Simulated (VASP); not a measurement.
A run of VASP 6.6.1 is set up as follows.

Contents of INCAR:

```
SYSTEM = LiCl
PREC = Accurate ; ENCUT = 520
EDIFF = 1E-6 ; ISMEAR = 0
SIGMA = 0.01 ; LREAL = .FALSE.
LASPH = .TRUE. ; NELM = 100
ALGO = Normal ; ISIF = 2
LWAVE = .FALSE. ; LCHARG = .FALSE.
GGA = PE ; NBANDS = 18
```

Contents of KPOINTS:

```
regular mesh
0
G
  6 6 2
  0 0 0
```

Contents of POSCAR:

```
LiCl
1.0
    3.5749486144      0.0000000000      0.0000000000
   -1.7874743072      3.0959963173      0.0000000000
    0.0000000000      0.0000000000      6.0240820252
Li Cl
2 2
Direct
    0.0000000000      0.0000000000      0.0000000000
    0.0000000000      0.0000000000      0.5000000000
    0.3333333333      0.6666666667      0.2500000000
    0.6666666667      0.3333333333      0.7500000000
```

Potentials or basis: VASP PAW PBE potentials, release 64 (Li_sv, Cl).

Run with:

```console
$ cat potpaw_PBE.64/Li_sv/POTCAR potpaw_PBE.64/Cl/POTCAR > POTCAR
$ mpirun -np 1 vasp_std > vasp.out
```

(1) Predict the band gap on the k mesh.

Answers

(1) 6.37 eV.

Caveat: the k points lie up to 0.52 Å⁻¹ apart.
